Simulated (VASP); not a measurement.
# Cu (Fm-3m) in VASP: notebook, part 2 of 2

VASP 6.6.1. The steps go on from the part before.

### 4 Single point, PBE (volume scaled by 0.980)

INCAR reads:

```
SYSTEM = Cu
PREC = Accurate ; ENCUT = 520
EDIFF = 1E-6 ; ISMEAR = 0
SIGMA = 0.05 ; LREAL = .False.
LASPH = .True. ; NELM = 80
ALGO = Fast ; ISIF = 2
LWAVE = .False. ; LCHARG = .False.
GGA = PE ; NBANDS = 12
```

KPOINTS reads:

```
Automatic mesh
0
Gamma
  22 22 22
  0 0 0
```

POSCAR reads:

```
Cu
1.0
    0.0000000000      1.8023438076      1.8023438076
    1.8023438076      0.0000000000      1.8023438076
    1.8023438076      1.8023438076      0.0000000000
Cu
1
Direct
    0.0000000000      0.0000000000      0.0000000000
```

Potentials or basis: VASP PAW PBE potentials, release 64 (Cu).

Launch:

```
> cat potpaw_PBE.64/Cu/POTCAR > POTCAR
> mpirun -np 1 vasp_std > vasp.out
```

OUTCAR:

```text
SYSTEM = Cu
   PREC = Accurate
   ENCUT = 520
   EDIFF = 1E-6
   ISMEAR = 0
   LREAL = .False.
   LASPH = .True.
   NELM = 80
   ISIF = 2
   GGA = PE

 ion  position               nearest neighbor table
   1  0.000  0.000  0.000-

  LATTYP: Found a face centered cubic cell.
 ALAT       =     3.6046876152

  Lattice vectors:

 A1 = (   0.0000000000,   1.8023438076,   1.8023438076)
 A2 = (   1.8023438076,   0.0000000000,   1.8023438076)
 A3 = (   1.8023438076,   1.8023438076,   0.0000000000)

Analysis of symmetry for initial positions (statically):
=====================================================================
 Subroutine PRICEL returns:
 Original cell was already a primitive cell.

 Routine SETGRP: Setting up the symmetry group for a
 face centered cubic supercell.

 Subroutine GETGRP returns: Found 48 space group operations
 (whereof 48 operations were pure point group operations)
 out of a pool of 48 trial point group operations.

The static configuration has the point symmetry O_h .

Analysis of symmetry for dynamics (positions and initial velocities):
=====================================================================
 Subroutine PRICEL returns:
[... 161 lines left out ...]
 Fermi energy:         7.6806648061

 k-point     1 :       0.0000    0.0000    0.0000
  band No.  band energies     occupation
      1      -1.7245      2.00000
      2       4.6394      2.00000
      3       4.6394      2.00000
      4       4.6394      2.00000
      5       5.4724      2.00000
      6       5.4724      2.00000
      7      30.3550      0.00000
      8      33.0661      0.00000
      9      33.0661      0.00000
     10      33.0661      0.00000
     11      35.5651      0.00000
     12      35.5651      0.00000
[... 331 lines left out ...]
 k-point    24 :      -0.4545    0.0455    0.0000
  band No.  band energies     occupation
      1       2.5910      2.00000
      2       4.5857      2.00000
      3       4.6315      2.00000
      4       5.7253      2.00000
      5       6.0188      2.00000
      6       6.8832      2.00000
      7      11.7727      0.00000
      8      28.0198      0.00000
      9      29.3617      0.00000
     10      29.6696      0.00000
     11      33.2973      0.00000
     12      34.0501      0.00000

 [... further k-points ...]
[... 5 lines left out ...]
  --------------------------------------------------------------------------------------
  -------------------------------------------------------------------------------------
  Total        0.2604189      0.2604189      0.2604189      0.0000000     -0.0000000      0.0000000
  in kB       35.6320020     35.6320020     35.6320020      0.0000000     -0.0000000      0.0000000
  external PRESSURE =      35.6320020 kB  Pullay stress =       0.0000000 kB

 VOLUME and BASIS-vectors are now :
 -----------------------------------------------------------------------------
  energy-cutoff  :      520.00
  volume of cell :       11.71
      direct lattice vectors                 reciprocal lattice vectors
     0.000000000  1.802343808  1.802343808    -0.277416549  0.277416549  0.277416549
     1.802343808  0.000000000  1.802343808     0.277416549 -0.277416549  0.277416549
     1.802343808  1.802343808  0.000000000     0.277416549  0.277416549 -0.277416549

 POSITION                                       TOTAL-FORCE (eV/Angst)
 -----------------------------------------------------------------------------------
      0.00000      0.00000      0.00000        -0.000000      0.000000      0.000000
 -----------------------------------------------------------------------------------
    total drift:                                0.000000      0.000000      0.000000

  FREE ENERGIE OF THE ION-ELECTRON SYSTEM (eV)
  ---------------------------------------------------
  free  energy   TOTEN  =        -3.7259364298 eV

  energy  without entropy=       -3.7256315992  energy(sigma->0) =       -3.72578401
```

OSZICAR:

```text
N       E                     dE             d eps       ncg     rms          rms(c)
DAV:   1     0.434159843513E+02    0.43416E+02   -0.53792E+03  8720   0.154E+03
DAV:   2    -0.325984863806E+01   -0.46676E+02   -0.43123E+02  8112   0.206E+02
DAV:   3    -0.462239258061E+01   -0.13625E+01   -0.13470E+01  9172   0.399E+01
DAV:   4    -0.463091203330E+01   -0.85195E-02   -0.85184E-02  8924   0.280E+00
DAV:   5    -0.463099099157E+01   -0.78958E-04   -0.78958E-04  9320   0.274E-01    0.769E+00
RMM:   6    -0.406955305852E+01    0.56144E+00   -0.31255E+00  9843   0.328E+01    0.432E+00
RMM:   7    -0.374009338240E+01    0.32946E+00   -0.45832E-01  9797   0.122E+01    0.100E+00
RMM:   8    -0.372717995040E+01    0.12913E-01   -0.12173E-02 10082   0.115E+00    0.277E-01
RMM:   9    -0.372587268507E+01    0.13073E-02   -0.27778E-03 10260   0.976E-01    0.241E-02
RMM:  10    -0.372592774125E+01   -0.55056E-04   -0.46835E-04 10430   0.274E-01    0.117E-02
RMM:  11    -0.372593489705E+01   -0.71558E-05   -0.62042E-05 10860   0.911E-02    0.955E-03
RMM:  12    -0.372593618538E+01   -0.12883E-05   -0.10700E-05 10138   0.355E-02    0.168E-03
RMM:  13    -0.372593642980E+01   -0.24442E-06   -0.15978E-06  7118   0.134E-02
   1 F= -.37259364E+01 E0= -.37257840E+01  d E =-.304831E-03
```

stdout:

```text
POSCAR found type information on POSCAR Cu
 POSCAR found :  1 types and       1 ions
 scaLAPACK will be used
 LDA part: xc-table for (Slater+PW92), standard interpolation
 POSCAR, INCAR and KPOINTS ok, starting setup
 FFT: planning ... GRIDC
 FFT: planning ... GRID_SOFT
 FFT: planning ... GRID
 WAVECAR not read
 entering main loop
WARNING in EDDRMM: call to ZHEGV failed, returncode =   6  3      9
WARNING in EDDRMM: call to ZHEGV failed, returncode =   6  3      9
WARNING in EDDRMM: call to ZHEGV failed, returncode =   6  3     10
WARNING in EDDRMM: call to ZHEGV failed, returncode =   6  3     10
WARNING in EDDRMM: call to ZHEGV failed, returncode =   6  3     10
```

Run time: 44 s. Hardware: 1 thread of Intel Xeon Platinum 8259CL at 2.50GHz (Skylake/Cascade Lake), shared host; peak memory 0.16 GiB.

What came out:

```
Free energy : -3.7259 eV
Pressure    : 3.6 GPa
```

### 5 The runs side by side

```tsv
cell	gap on the mesh (eV)	pressure (GPa)
a = 2.531 Å, angles 60.0°, 1 atom	none	7.1
a = 2.556 Å, angles 60.0°, 1 atom	none	2.3
a = 2.549 Å, angles 60.0°, 1 atom	none	3.6
```

Alike in all rows: task single point; level PBE; potentials or basis VASP PAW PBE potentials, release 64 (Cu); no spin polarisation; k mesh 22 × 22 × 22; cutoff (eV) 520; smearing gaussian 0.05 eV.

Absolute energies hang on the potentials; compare differences alone.
